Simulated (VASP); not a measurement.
# O in VASP: a series of runs

Runs on O. Level: PBEsol. Tasks: single point.

Everything below comes from runs of VASP 6.6.1. Logs are shortened: lines on timing, memory, paths and dates and some standing lists are left out, and cuts for length are marked.

## 1. The cell of the first run

It takes space group R-3m (No. 166, trigonal). The conventional cell has a = 2.847 Å, b = 2.847 Å, c = 10.225 Å, α = 90.00°, β = 90.00°, γ = 120.00°. Within 1.6 Å of O (site symmetry 3m) lie 1 O at 1.18 Å.

## 2. Single point, PBEsol

Input file INCAR:

```
SYSTEM = O
  PREC = Accurate
  ENCUT = 1340
  EDIFF = 1E-6
  ISMEAR = -1
  SIGMA = 0.1
  LREAL = .FALSE.
  LASPH = .TRUE.
  NELM = 120
  ALGO = Normal
  ISIF = 2
  LWAVE = .FALSE.
  LCHARG = .FALSE.
  GGA = PS
  NBANDS = 13
  GGA_COMPAT = .FALSE.
```

Input file KPOINTS:

```
regular mesh
0
G
  5 5 5
  0 0 0
```

Input file POSCAR:

```
O
1.0
    1.4233500000      0.8217720000      3.4083000000
   -1.4233500000      0.8217720000      3.4083000000
    0.0000000000     -1.6435430000      3.4083000000
O
2
Direct
    0.0577000000      0.0577000000      0.0577000000
    0.9423000000      0.9423000000      0.9423000000
```

Potentials or basis: VASP PAW PBE potentials, release 64 (O_h).

The run is started by

```
$ cat potpaw_PBE.64/O_h/POTCAR > POTCAR
$ mpirun -np 1 vasp_std > vasp.out
```

OUTCAR:

```text
SYSTEM = O
   PREC = Accurate
   ENCUT = 1340
   EDIFF = 1E-6
   ISMEAR = -1
   LREAL = .FALSE.
   LASPH = .TRUE.
   NELM = 120
   ISIF = 2
   GGA = PS

 ion  position               nearest neighbor table
   1  0.058  0.058  0.058-   2 1.18
   2  0.942  0.942  0.942-   1 1.18

  LATTYP: Found a trigonal (rhomboedric) cell.
 ALAT       =     3.7838794025
 COS(alpha) =     0.7170048616

  Lattice vectors:

 A1 = (   1.4233500000,   0.8217720000,   3.4083000000)
 A2 = (  -1.4233500000,   0.8217720000,   3.4083000000)
 A3 = (   0.0000000000,  -1.6435430000,   3.4083000000)

Analysis of symmetry for initial positions (statically):
=====================================================================
 Subroutine PRICEL returns:
 Original cell was already a primitive cell.

 Routine SETGRP: Setting up the symmetry group for a
 trigonal (rhombohedral) supercell.

 Subroutine GETGRP returns: Found 12 space group operations
 (whereof 12 operations were pure point group operations)
 out of a pool of 12 trial point group operations.

The static configuration has the point symmetry D_3d.

Analysis of symmetry for dynamics (positions and initial velocities):
=====================================================================
 Subroutine PRICEL returns:
 Original cell was already a primitive cell.

 Routine SETGRP: Setting up the symmetry group for a
 trigonal (rhombohedral) supercell.

 Subroutine GETGRP returns: Found 12 space group operations
 (whereof 12 operations were pure point group operations)
 out of a pool of 12 trial point group operations.

The dynamic configuration has the point symmetry D_3d.

 Subroutine INISYM returns: Found 12 space group operations
 (whereof 12 operations are pure point group operations),
 and found     1 'primitive' translations

----------------------------------------------------------------------------------------

                                     Primitive cell

  volume of cell :      23.9195

  direct lattice vectors                    reciprocal lattice vectors
     1.423350000  0.821772000  3.408300000     0.351283943  0.202813839  0.097800448
    -1.423350000  0.821772000  3.408300000    -0.351283943  0.202813839  0.097800448
     0.000000000 -1.643543000  3.408300000     0.000000000 -0.405627678  0.097800507

  length of vectors
     3.783879402  3.783879402  3.783879290     0.417251470  0.417251470  0.417251426

  position of ions in fractional coordinates (direct lattice)
     0.057700000  0.057700000  0.057700000
     0.942300000  0.942300000  0.942300000

  ion indices of the primitive-cell ions
   primitive index   ion index
                 1           1
                 2           2

----------------------------------------------------------------------------------------

 KPOINTS: regular mesh

Automatic generation of k-mesh.
 Grid dimensions read from file:
 generate k-points for:    5    5    5

 Generating k-lattice:

  Cartesian coordinates                     Fractional coordinates (reciprocal lattice)
     0.070256789  0.040562768  0.019560090     0.200000000  0.000000000  0.000000000
    -0.070256789  0.040562768  0.019560090     0.000000000  0.200000000  0.000000000
     0.000000000 -0.081125536  0.019560101     0.000000000  0.000000000  0.200000000

  Length of vectors
     0.083450294  0.083450294  0.083450285

  Shift w.r.t. Gamma in fractional coordinates (k-lattice)
     0.000000000  0.000000000  0.000000000

 Subroutine IBZKPT returns following result:
 ===========================================

 Found     19 irreducible k-points:

 Following reciprocal coordinates:
            Coordinates               Weight
  0.000000  0.000000  0.000000      1.000000
  0.200000  0.000000 -0.000000      6.000000
  0.400000  0.000000  0.000000      6.000000
  0.200000  0.200000 -0.000000      6.000000
  0.400000  0.200000  0.000000     12.000000
 -0.400000  0.200000 -0.000000     12.000000
[... 11 lines left out ...]
  0.400000  0.400000  0.400000      2.000000
 -0.400000  0.400000  0.400000      6.000000
   k-points           NKPTS =     19   k-points in BZ     NKDIM =     19   number of bands    NBANDS=     13
   number of dos      NEDOS =    301   number of ions     NIONS =      2
   total plane-waves  NPLWV = 110592
   dimension x,y,z NGX =    48 NGY =   48 NGZ =   48
   dimension x,y,z NGXF=    96 NGYF=   96 NGZF=   96
   ions per type =               2
   NGX,Y,Z   is equivalent  to a cutoff of  21.09, 21.09, 21.09 a.u.
   NGXF,Y,Z  is equivalent  to a cutoff of  42.18, 42.18, 42.18 a.u.
 SYSTEM =  O
   PREC   = accura    normal or accurate (medium, high low for compatibility)
   ISTART =      0    job   : 0-new  1-cont  2-samecut
   ICHARG =      2    charge: 1-file 2-atom 10-const
   ISPIN  =      1    spin polarized calculation?
   LNONCOLLINEAR =      F non collinear calculations
   LSORBIT =      F    spin-orbit coupling
   LASPH  =      T    aspherical Exc in radial PAW
   ENCUT  = 1340.0 eV  98.49 Ry    9.92 a.u.  11.29 11.29 11.29*2*pi/ulx,y,z
   NELM   =    120;   NELMIN=  2; NELMDL= -5     # of ELM steps
   EDIFF  = 0.1E-05   stopping-criterion for ELM
   LREAL  =      F    real-space projection
   EDIFFG = 0.1E-04   stopping-criterion for IOM
   NSW    =      0    number of steps for IOM
   IBRION =     -1    ionic relax: 0-MD 1-quasi-New 2-CG
   NFREE  =      0    steps in history (QN), initial steepest desc. (CG)
   ISIF   =      2    stress and relaxation
   ISYM   =      2    0-nonsym 1-usesym 2-fastsym
   POTIM  = 0.5000    time-step for ionic-motion
   TEBEG  =    0.0;   TEEND  =   0.0 temperature during run
   PSTRESS=    0.0 pullay stress
   NELECT =      12.0000    total number of electrons
   NUPDOWN=      -1.0000    fix difference up-down
   EMIN   =  10.00;   EMAX   =-10.00  energy-range for DOS
   EFERMI =   0.00;   METHOD = LEGACY
   ISMEAR =    -1;   SIGMA  =   0.10  broadening in eV -4-tet -1-fermi 0-gaus
   EFERMI_NEDOS =   21; number of points for ismear=-14 and -15
   IALGO  =     38    algorithm
   IMIX   =      4    mixing-type and parameters
     AMIX     =   0.40;   BMIX     =  1.00
     AMIX_MAG =   1.60;   BMIX_MAG =  1.00
  volume/ion in A,a.u.               =      11.96        80.71
  Fermi-wavevector in a.u.,A,eV,Ry     =   1.300822  2.458197 23.022940  1.692138
  Thomas-Fermi vector in A             =   2.431996
   LORBIT       =      0    0 simple, 1 ext, 2 COOP (PROOUT), +10 PAW based schemes
   GGA     = PS    functional components
   LHFCALC =     F    Hartree Fock is set to
   AEXX    =    0.0000 exact exchange contribution
   IVDW    =     0    specifies the selected vdW correction
   LEPSILON=     F    determine dielectric tensor
   LRPA    =     F    only Hartree local field effects (RPA)
 non-spin polarized calculation
  energy-cutoff  :     1340.00
  volume of cell :       23.92
 maximum number of plane-waves:      2708
 NGX is ok and might be reduce to    48
   NGX = 23   NGY = 23   NGZ = 23

 number of electron      12.0000000 magnetization

 Free energy of the ion-electron system (eV)
  ---------------------------------------------------
  ext. energy  EPLUGINS =         0.00000000
  ---------------------------------------------------
  free energy    TOTEN  =       -10.08161684 eV

  energy without entropy =      -10.00749041  energy(sigma->0) =      -10.04455362

 E-fermi :   1.0696     XC(G=0):  -9.4425

 val. band max:        1.0129694995   @ k =   0.4000   0.4000   0.2000
 cond. band min:       1.1124871421   @ k =  -0.2000   0.4000   0.2000
 fundamental gap:      0.0995176426
 Fermi energy:         1.0696421054

 k-point     1 :       0.0000    0.0000    0.0000
  band No.  band energies     occupation
      1     -26.9673      2.00000
      2     -12.7570      2.00000
      3      -8.1856      2.00000
      4      -5.5389      2.00000
      5      -5.5389      2.00000
      6       1.6432      0.00643
      7       1.6432      0.00643
      8       9.1124      0.00000
      9      12.8769      0.00000
     10      15.7763      0.00000
     11      19.5903      0.00000
     12      22.1650      0.00000
     13      22.1650      0.00000

 k-point     2 :       0.2000    0.0000   -0.0000
  band No.  band energies     occupation
      1     -26.8442      2.00000
      2     -12.7117      2.00000
      3      -7.9847      2.00000
      4      -6.1343      2.00000
      5      -5.6763      2.00000
      6       1.1399      0.66243
      7       1.4667      0.03703
      8      10.2278      0.00000
      9      12.8466      0.00000
     10      15.9719      0.00000
     11      18.1868      0.00000
     12      20.9710      0.00000
     13      22.5230      0.00000

 k-point     3 :       0.4000    0.0000    0.0000
  band No.  band energies     occupation
      1     -26.6377      2.00000
      2     -12.6196      2.00000
      3      -7.8324      2.00000
      4      -6.8446      2.00000
      5      -5.8900      2.00000
      6       0.4352      1.99649
      7       1.1906      0.45951
      8      11.5571      0.00000
      9      13.1317      0.00000
     10      14.8877      0.00000
     11      17.6997      0.00000
     12      19.6567      0.00000
     13      22.2304      0.00000
[... 225 lines left out ...]
 k-point    18 :       0.4000    0.4000    0.4000
  band No.  band energies     occupation
      1     -26.8911      2.00000
      2     -13.8998      2.00000
      3      -6.2824      2.00000
      4      -5.6286      2.00000
      5      -5.6286      2.00000
      6       1.8689      0.00068
      7       1.8689      0.00068
      8       8.8520      0.00000
      9       9.9440      0.00000
     10      14.6553      0.00000
     11      21.3602      0.00000
     12      21.3602      0.00000
     13      25.0733      0.00000

 k-point    19 :      -0.4000    0.4000    0.4000
  band No.  band energies     occupation
      1     -26.7780      2.00000
      2     -13.6940      2.00000
      3      -6.5454      2.00000
      4      -5.9828      2.00000
      5      -5.7862      2.00000
      6       1.1595      0.57887
      7       1.7468      0.00229
      8       9.7379      0.00000
      9      10.9141      0.00000
     10      14.9661      0.00000
     11      17.5694      0.00000
     12      22.6050      0.00000
     13      23.6397      0.00000

------------------------ aborting loop because EDIFF is reached ----------------------------------------

  FORCE on cell =-STRESS in cart. coord.  units (eV):
  Direction    XX          YY          ZZ          XY          YZ          ZX
  --------------------------------------------------------------------------------------
  -------------------------------------------------------------------------------------
  Total       -1.1596328     -1.1596333      3.3809303      0.0000000      0.0000003     -0.0000000
  in kB      -77.6746211    -77.6746515    226.4617539      0.0000000      0.0000221     -0.0000000
  external PRESSURE =      23.7041604 kB  Pullay stress =       0.0000000 kB

 VOLUME and BASIS-vectors are now :
 -----------------------------------------------------------------------------
  energy-cutoff  :     1340.00
  volume of cell :       23.92
      direct lattice vectors                 reciprocal lattice vectors
     1.423350000  0.821772000  3.408300000     0.351283943  0.202813839  0.097800448
    -1.423350000  0.821772000  3.408300000    -0.351283943  0.202813839  0.097800448
     0.000000000 -1.643543000  3.408300000     0.000000000 -0.405627678  0.097800507

 POSITION                                       TOTAL-FORCE (eV/Angst)
 -----------------------------------------------------------------------------------
      0.00000      0.00000      0.58998         0.000000      0.000000      2.417672
      0.00000      0.00000      9.63492         0.000000     -0.000000     -2.417672
 -----------------------------------------------------------------------------------
    total drift:                               -0.000000     -0.000000      0.000000

  FREE ENERGIE OF THE ION-ELECTRON SYSTEM (eV)
  ---------------------------------------------------
  free  energy   TOTEN  =       -10.0816168407 eV

  energy  without entropy=      -10.0074904052  energy(sigma->0) =      -10.04455362
```

It took 38 s on 1 thread of AMD EPYC 7R43 (Zen 3), shared host; peak memory 0.25 GiB.

What came out:

| Property | Result |
| --- | --- |
| Free energy | -10.0816 eV |
| Pressure | 2.4 GPa |
| Largest force | 2.418 eV/Å |
| Band gap on the k mesh | zero (bands 6 and 7 overlap by 1.09 eV) |

Forces on the atoms (eV/Å):
```
O    0.000  0.000  2.418
O    0.000  0.000 -2.418
```

Levels at points of the mesh, in eV from the Fermi level:
| k point | band 3 | band 4 | band 5 | band 6 | band 7 | band 8 | band 9 | band 10 |
| --- | --- | --- | --- | --- | --- | --- | --- | --- |
| (0.00, 0.00, 0.00) | -9.26 | -6.61 | -6.61 | 0.57 | 0.57 | 8.04 | 11.81 | 14.71 |

Caveat: the k points lie up to 0.52 Å⁻¹ apart, too coarse for converged energies and pressures of a metal; spin is off for a triplet molecule; this functional lacks dispersion, which holds the molecules together, so the pressure and a relaxed volume are unreliable; the PAW data sets were made with another functional, which shifts forces and pressure a little.

## 3. Single point, PBEsol

Input file INCAR:

```
SYSTEM = O
PREC = Accurate
ENCUT = 1340
EDIFF = 1E-6
ISMEAR = -1
SIGMA = 0.1
LREAL = .FALSE.
LASPH = .TRUE.
NELM = 120
ALGO = Normal
ISIF = 2
LWAVE = .FALSE.
LCHARG = .FALSE.
GGA = PS
NBANDS = 13
GGA_COMPAT = .FALSE.
```

Input file KPOINTS:

```
Automatic mesh
0
G
  5 5 5
  0 0 0
```

Edit POSCAR of step 2 so:

```diff
@@ -9,2 +9,2 @@
     0.0577000000      0.0577000000      0.0577000000
-    0.9423000000      0.9423000000      0.9423000000
+    0.9423000000      0.9473000000      0.9423000000
```

Potentials or basis: VASP PAW PBE potentials, release 64 (O_h).

The run is started by

```
$ cat potpaw_PBE.64/O_h/POTCAR > POTCAR
$ mpirun -np 1 vasp_std > vasp.out
```

It took 62 s on 1 thread of Intel Xeon Platinum 8375C at 2.90GHz (Ice Lake), shared host; peak memory 0.29 GiB.

It converged, with:

| Quantity | Value |
| --- | --- |
| Free energy | -10.0268 eV |
| Pressure | 6.5 GPa |
| Largest force | 4.050 eV/Å |
| Band gap on the k mesh | zero (bands 6 and 7 overlap by 1.08 eV) |

Forces in eV/Å, atoms in the order of the input:
```
O    0.000  0.000  4.050
O    0.000  0.000 -4.050
```

Stress tensor (GPa, compression positive):
```
-7.82  0.00  0.03
 0.00 -7.81 -0.02
 0.03 -0.02 35.03
```

Levels at points of the mesh, in eV from the Fermi level:
```tsv
k point	band 3	band 4	band 5	band 6	band 7	band 8	band 9	band 10
(0.00, 0.00, 0.00)	-9.44	-6.96	-6.96	0.58	0.58	7.90	12.30	14.42
```

Caveat: the k points lie up to 0.52 Å⁻¹ apart, too coarse for converged energies and pressures of a metal; spin is off for a triplet molecule; this functional lacks dispersion, which holds the molecules together, so the pressure and a relaxed volume are unreliable; the PAW data sets were made with another functional, which shifts forces and pressure a little.

The gap in the log of VASP goes by the Fermi energy; the results here count the filled bands.